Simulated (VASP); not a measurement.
The system is KBr.

```
K Br
1.0
     5.61858    0.00000    0.00000
    -2.80929    4.86583    0.00000
     0.00000    0.00000    6.55383
K Br
2 2
Direct
  0.33333 0.66667 0.93750
  0.66667 0.33333 0.43750
  0.33333 0.66667 0.43750
  0.66667 0.33333 0.93750
```

Base run:

```yaml
Program: VASP 6.6.1
Functional: PBE
Potentials_or_basis: VASP PAW PBE potentials, release 64 (K_sv, Br)
Cutoff: 520 eV
k_mesh: 6 × 6 × 4
Occupations: gaussian, width 0.01 eV
Spin: no spin polarisation
```

Its results: band gap on the k mesh 4.19 eV; pressure 0.4 GPa.

Problem. The run is repeated on the same cell with these changes: functional from PBE to r2SCAN; further incar settings from ALGO = Normal; EDIFF = 1e-07; NBANDS = 24 to ALGO = Normal; EDIFF = 1e-06; NBANDS = 24. What comes out?

Solution. Band gap on the k mesh 4.77 eV; pressure 0.0 GPa.

Caveats: the structure was generated, so it needn't be the stable form of KBr; the PAW data sets were made with another functional, which shifts forces and pressure a little (at least some runs).

A k mesh can miss the band edges.
